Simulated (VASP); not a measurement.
Wanted: the native input for a VASP 6.6.1 run.

```
Task                   : single point
Functional             : LDA
Potentials or basis    : VASP PAW LDA potentials, release 64 (Nb_sv)
Cutoff                 : 520 eV
k mesh                 : 18 × 18 × 18
Occupations            : fermi-dirac, width 0.05 eV
Spin                   : no spin polarisation
Dipole correction      : no
Further INCAR settings : ALGO = Normal; EDIFF = 1e-06; NBANDS = 12
```

The structure of Nb lies in POSCAR:

```
Nb
1.0
    0.0000000000      2.0130774157      2.0130774157
    2.0130774157      0.0000000000      2.0130774157
    2.0130774157      2.0130774157      0.0000000000
Nb
1
Direct
    0.0000000000      0.0000000000      0.0000000000
```

This cell differs from its parent crystal: volume scaled by 0.92.

One way to write it, as run:

INCAR

```
PREC = Accurate
ENCUT = 520
EDIFF = 1E-6
ISMEAR = -1
SIGMA = 0.05
LREAL = False
LASPH = True
NELM = 60
ALGO = Normal
ISIF = 2
LWAVE = False
LCHARG = True
GGA = CA
LELF = True
LVHAR = True
NBANDS = 12
```

KPOINTS

```
regular mesh
0
Gamma
  18 18 18
```

Potentials or basis: VASP PAW LDA potentials, release 64 (Nb_sv).

The run is started by

```bash
$ cat potpaw_LDA.64/Nb_sv/POTCAR > POTCAR
$ mpirun -np 1 vasp_std > vasp.out
```

Results of the run:

The pressure is 17.5 GPa.

Run time: 68 s on 1 thread of AMD EPYC 7R13 (shared host), peak memory 0.13 GiB.
